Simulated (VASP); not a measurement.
# Si2Mo (I4/mmm) in VASP: notebook

The runs below take Si2Mo through relaxation of shape and atoms at fixed volume, with PBE, PBE+D4, LDA.

All numbers are computed with VASP 6.6.1; they aren't measurements. Logs are shortened: lines on timing, memory, paths and dates and some standing lists are left out, and cuts for length are marked.

## Step 1: The cell of the first run

The structure is tetragonal, space group I4/mmm (No. 139). The conventional cell has a = 3.200 Å, b = 3.200 Å, c = 7.861 Å, α = 90.00°, β = 90.00°, γ = 90.00°. Within 3.4 Å of Si (site symmetry 4mm) lie 9 Si at 2.61 to 3.20 Å and 5 Mo at 2.62 Å. Mo (site symmetry 4/mmm) has 10 Si at 2.62 Å and 4 Mo at 3.20 Å within 3.5 Å.

## Step 2: Relaxation of shape and atoms at fixed volume, PBE

INCAR

```
SYSTEM = Si2Mo
ALGO = Normal
EDIFF = 1E-6
EDIFFG = -0.015
ENCUT = 600
GGA = PE
IBRION = 2
ISIF = 4
ISMEAR = 0
LASPH = .TRUE.
LCHARG = .FALSE.
LREAL = .FALSE.
LWAVE = .FALSE.
NELM = 80
NSW = 60
PREC = Accurate
SIGMA = 0.05
```

KPOINTS

```
k-points
0
G
  10 10 10
  0 0 0
```

POSCAR

```
Si2Mo
1.0
   -1.5999997350      1.5999997350      3.9304993489
    1.5999997350     -1.5999997350      3.9304993489
    1.5999997350      1.5999997350     -3.9304993489
Si Mo
2 1
Direct
    0.3330000000      0.3330000000      0.0000000000
    0.6670000000      0.6670000000      0.0000000000
    0.0000000000      0.0000000000      0.0000000000
```

Potentials or basis: VASP PAW PBE potentials, release 64 (Si, Mo_sv).

Run with:

```
> cat potpaw_PBE.64/Si/POTCAR potpaw_PBE.64/Mo_sv/POTCAR > POTCAR
> mpirun -np 1 vasp_std > vasp.out
```

OUTCAR:

```text
SYSTEM = Si2Mo
   EDIFF = 1E-6
   EDIFFG = -0.015
   ENCUT = 600
   GGA = PE
   IBRION = 2
   ISIF = 4
   ISMEAR = 0
   LASPH = .TRUE.
   LREAL = .FALSE.
   NELM = 80
   NSW = 60
   PREC = Accurate

 ion  position               nearest neighbor table
   1  0.333  0.333  0.000-   2 2.61   2 2.61   2 2.61   2 2.61   3 2.62   3 2.62   3 2.62   3 2.62
                             3 2.62   2 2.63
   2  0.667  0.667  0.000-   1 2.61   1 2.61   1 2.61   1 2.61   3 2.62   3 2.62   3 2.62   3 2.62
                             3 2.62   1 2.63
   3  0.000  0.000  0.000-   2 2.62   2 2.62   2 2.62   1 2.62   2 2.62   1 2.62   1 2.62   1 2.62
                             1 2.62   2 2.62

  LATTYP: Found a body centered tetragonal cell.
 ALAT       =     3.1999994700
 C/A-ratio  =     2.4565624999

  Lattice vectors:

 A1 = (  -1.5999997350,   1.5999997350,   3.9304993489)
 A2 = (   1.5999997350,  -1.5999997350,   3.9304993489)
 A3 = (   1.5999997350,   1.5999997350,  -3.9304993489)

Analysis of symmetry for initial positions (statically):
=====================================================================
 Subroutine PRICEL returns:
 Original cell was already a primitive cell.

 Routine SETGRP: Setting up the symmetry group for a
 body centered tetragonal supercell.

 Subroutine GETGRP returns: Found 16 space group operations
 (whereof 16 operations were pure point group operations)
 out of a pool of 16 trial point group operations.

The static configuration has the point symmetry D_4h.

Analysis of symmetry for dynamics (positions and initial velocities):
=====================================================================
 Subroutine PRICEL returns:
 Original cell was already a primitive cell.

 Routine SETGRP: Setting up the symmetry group for a
 body centered tetragonal supercell.

 Subroutine GETGRP returns: Found 16 space group operations
 (whereof 16 operations were pure point group operations)
 out of a pool of 16 trial point group operations.

The dynamic configuration has the point symmetry D_4h.

 Subroutine INISYM returns: Found 16 space group operations
 (whereof 16 operations are pure point group operations),
 and found     1 'primitive' translations

----------------------------------------------------------------------------------------

                                     Primitive cell

  volume of cell :      40.2483

[... 112 lines left out ...]
  Fermi-wavevector in a.u.,A,eV,Ry     =   1.338546  2.529485 24.377622  1.791705
  Thomas-Fermi vector in A             =   2.467008
   LORBIT       =      0    0 simple, 1 ext, 2 COOP (PROOUT), +10 PAW based schemes
   GGA     = PE    functional components
   LHFCALC =     F    Hartree Fock is set to
   AEXX    =    0.0000 exact exchange contribution
   IVDW    =     0    specifies the selected vdW correction
   LEPSILON=     F    determine dielectric tensor
   LRPA    =     F    only Hartree local field effects (RPA)
 conjugate gradient relaxation of ions
 non-spin polarized calculation
 Gauss-broadening in eV      SIGMA  =   0.05
  energy-cutoff  :      600.00
  volume of cell :       40.25
 maximum number of plane-waves:      1359
   NGX = 19   NGY = 19   NGZ = 19

--------------------------------------- Ionic step        1  -------------------------------------------

 number of electron      22.0000000 magnetization

 Free energy of the ion-electron system (eV)
  ---------------------------------------------------
  ext. energy  EPLUGINS =         0.00000000
  ---------------------------------------------------
  free energy    TOTEN  =       -23.25095614 eV

  energy without entropy =      -23.25024985  energy(sigma->0) =      -23.25060300

------------------------ aborting loop because EDIFF is reached ----------------------------------------

  FORCE on cell =-STRESS in cart. coord.  units (eV):
  Direction    XX          YY          ZZ          XY          YZ          ZX
  --------------------------------------------------------------------------------------
  -------------------------------------------------------------------------------------
  Total        0.7258161      0.7258161      0.3504494      0.0000000     -0.0000000      0.0000000
  in kB       28.8927992     28.8927992     13.9504536      0.0000000     -0.0000000      0.0000000
  external PRESSURE =      23.9120173 kB  Pullay stress =       0.0000000 kB
[... 135 lines left out ...]
--------------------------------------- Ionic step        5  -------------------------------------------

 number of electron      22.0000000 magnetization

 Free energy of the ion-electron system (eV)
  ---------------------------------------------------
  ext. energy  EPLUGINS =         0.00000000
  ---------------------------------------------------
  free energy    TOTEN  =       -23.25659531 eV

  energy without entropy =      -23.25614794  energy(sigma->0) =      -23.25637163

 E-fermi :  12.1753     XC(G=0): -12.4259

 val. band max:       12.1503922615   @ k =  -0.2000  -0.3000   0.2000
 cond. band min:      12.2806006028   @ k =   0.5000   0.5000   0.3000
 fundamental gap:      0.1302083414
 Fermi energy:        12.1753367976

 k-point     1 :       0.0000    0.0000    0.0000
  band No.  band energies     occupation
      1     -48.4613      2.00000
      2     -22.6149      2.00000
      3     -22.5372      2.00000
      4     -22.5372      2.00000
      5      -1.1641      2.00000
      6       5.8706      2.00000
      7       8.8476      2.00000
      8       9.2112      2.00000
      9       9.6349      2.00000
     10       9.6349      2.00000
     11      12.6219      0.00000
     12      15.3937      0.00000
     13      15.4513      0.00000
     14      15.7607      0.00000
[... 401 lines left out ...]
      2     -22.7424      2.00000
      3     -22.6735      2.00000
      4     -22.5814      2.00000
      5       2.8837      2.00000
      6       3.9548      2.00000
      7       6.5360      2.00000
      8       8.3815      2.00000
      9       9.2666      2.00000
     10      10.0074      2.00000
     11      10.3425      2.00000
     12      12.7983      0.00000
     13      13.7558      0.00000
     14      15.5786      0.00000
     15      17.1848      0.00000

 [... further k-points ...]

------------------------ aborting loop because EDIFF is reached ----------------------------------------

  FORCE on cell =-STRESS in cart. coord.  units (eV):
  Direction    XX          YY          ZZ          XY          YZ          ZX
  --------------------------------------------------------------------------------------
  -------------------------------------------------------------------------------------
  Total        0.6805860      0.6805860      0.6830816      0.0000000     -0.0000000      0.0000000
  in kB       27.0923105     27.0923105     27.1916553      0.0000000     -0.0000000      0.0000000
  external PRESSURE =      27.1254254 kB  Pullay stress =       0.0000000 kB
[... 18 lines left out ...]
  FREE ENERGIE OF THE ION-ELECTRON SYSTEM (eV)
  ---------------------------------------------------
  free  energy   TOTEN  =       -23.2565953070 eV

  energy  without entropy=      -23.2561479437  energy(sigma->0) =      -23.25637163

 reached required accuracy - stopping structural energy minimisation
```

OSZICAR:

```text
N       E                     dE             d eps       ncg     rms          rms(c)
DAV:   1     0.137117880830E+03    0.13712E+03   -0.12388E+04  3060   0.156E+03
DAV:   2    -0.209425934275E+02   -0.15806E+03   -0.15619E+03  3858   0.355E+02
DAV:   3    -0.241452261472E+02   -0.32026E+01   -0.31508E+01  3963   0.466E+01
DAV:   4    -0.241613755522E+02   -0.16149E-01   -0.16139E-01  3592   0.388E+00
[... 31 lines left out ...]
DAV:   1    -0.232567686578E+02   -0.22552E-03   -0.76357E-03  3466   0.806E-01    0.705E-02
DAV:   2    -0.232566310214E+02    0.13764E-03   -0.31985E-04  3571   0.140E-01    0.359E-02
DAV:   3    -0.232565980110E+02    0.33010E-04   -0.91725E-05  3746   0.753E-02    0.142E-02
DAV:   4    -0.232565955067E+02    0.25043E-05   -0.10022E-05  3613   0.246E-02    0.526E-03
DAV:   5    -0.232565953070E+02    0.19973E-06   -0.64519E-07  1740   0.536E-03
   5 F= -.23256595E+02 E0= -.23256372E+02  d E =-.233838E-03
```

CONTCAR:

```text
Si2Mo
   1.00000000000000
    -1.6019520425995126    1.6019520425995126    3.9209249451098525
     1.6019520425995126   -1.6019520425995126    3.9209249451098525
     1.6019520425995126    1.6019520425995126   -3.9209249451098525
  Si              Mo
     2     1
Direct
     0.3350917254710976    0.3350917254710976    0.0000000000000000
     0.6649082745289024    0.6649082745289024    0.0000000000000000
     0.0000000000000000    0.0000000000000000    0.0000000000000000

  0.00000000E+00  0.00000000E+00  0.00000000E+00
  0.00000000E+00  0.00000000E+00  0.00000000E+00
  0.00000000E+00  0.00000000E+00  0.00000000E+00
```

It took 3.4 min on 1 thread of Intel Xeon Platinum 8259CL at 2.50GHz (Skylake/Cascade Lake), shared host; peak memory 0.25 GiB.

What came out:

| Item | Value |
| --- | --- |
| Free energy | -23.2566 eV |
| Energy gained by relaxing | 1.9 meV/atom |
| Ionic steps | 5 |
| Pressure after relaxing | 2.7 GPa |
| Band gap on the k mesh | zero (bands 11 and 12 overlap by 0.94 eV) |

The path:
```csv
step,energy change (eV),largest force (eV/Å),pressure (GPa),volume (Å³)
1,0.0000,0.3086,2.39,40.25
2,-0.0054,0.0276,2.73,40.25
3,-0.0054,0.0311,2.72,40.25
4,-0.0056,0.0154,2.71,40.25
5,-0.0056,0.0001,2.71,40.25
```

Final structure:
```xyz
3
Lattice="-1.6020 1.6020 3.9209 1.6020 -1.6020 3.9209 1.6020 1.6020 -3.9209" Properties=species:S:1:pos:R:3 pbc="T T T"
Si    0.0000    0.0000    2.6277
Si    0.0000    0.0000    5.2141
Mo    0.0000    0.0000    0.0000
```

## Step 3: Relaxation of shape and atoms at fixed volume, PBE+D4

INCAR

```
ALGO = Normal
EDIFF = 1E-7
EDIFFG = -0.02
ENCUT = 600
GGA = PE
IBRION = 2
ISIF = 4
ISMEAR = 0
IVDW = 13
LASPH = T
LCHARG = F
LREAL = F
LWAVE = F
NELM = 60
NSW = 60
PREC = Accurate
SIGMA = 0.05
```

KPOINTS

```
k-points
0
Gamma
  10 10 10
```

POSCAR

```
Si2Mo
1.0
   -1.6018812136      1.6018812136      3.9212716889
    1.6018812136     -1.6018812136      3.9212716889
    1.6018812136      1.6018812136     -3.9212716889
Si Mo
2 1
Direct
    0.3351230337      0.3351230337      0.0000000000
    0.6648769663      0.6648769663      0.0000000000
    0.0000000000      0.0000000000      0.0000000000
```

Potentials or basis: VASP PAW PBE potentials, release 64 (Si, Mo_sv).

Run with:

```
> cat potpaw_PBE.64/Si/POTCAR potpaw_PBE.64/Mo_sv/POTCAR > POTCAR
> mpirun -np 1 vasp_std > vasp.out
```

It took 81 s on 1 thread of Intel Xeon Platinum 8259CL at 2.50GHz (Skylake/Cascade Lake), shared host; peak memory 0.25 GiB.

The run converged. Its results:

| Quantity | Value |
| --- | --- |
| Free energy | -24.9139 eV |
| Pressure after relaxing | -3.5 GPa |
| Largest force after relaxing | 0.005 eV/Å |
| Band gap on the k mesh | zero (bands 11 and 12 overlap by 0.94 eV) |
| Dispersion energy per atom | -0.552 eV |

Forces in eV/Å, atoms in the order of the input:
```
Si   0.000  0.000  0.005
Si   0.000  0.000 -0.005
Mo   0.000  0.000  0.000
```

Stress tensor (GPa, compression positive):
```
-3.39  0.00  0.00
 0.00 -3.39  0.00
 0.00  0.00 -3.63
```

Final structure:
```
Si Mo
1.0
    -1.60188    1.60188    3.92127
     1.60188   -1.60188    3.92127
     1.60188    1.60188   -3.92127
Si Mo
2 1
Direct
  0.33512 0.33512 0.00000
  0.66488 0.66488 0.00000
  0.00000 0.00000 0.00000
```

Levels at points of the mesh, in eV from the Fermi level:
| k point | band 9 | band 10 | band 11 | band 12 | band 13 | band 14 |
| --- | --- | --- | --- | --- | --- | --- |
| (0.00, 0.00, 0.00) | -2.54 | -2.54 | 0.45 | 3.22 | 3.28 | 3.58 |
| (0.50, 0.00, 0.00) | -2.50 | -2.49 | -0.43 | 2.34 | 3.17 | 4.14 |
| (0.50, 0.50, 0.00) | -4.36 | -2.97 | -1.14 | 2.39 | 2.81 | 3.22 |
| (0.50, 0.50, 0.50) | -0.50 | -0.50 | -0.41 | -0.41 | 0.58 | 4.82 |

Caveat: the relaxation stopped at its first step, so nothing moved.

(Continued in part 2 of 2.)

The gap in the log of VASP goes by the Fermi energy; the results here count the filled bands.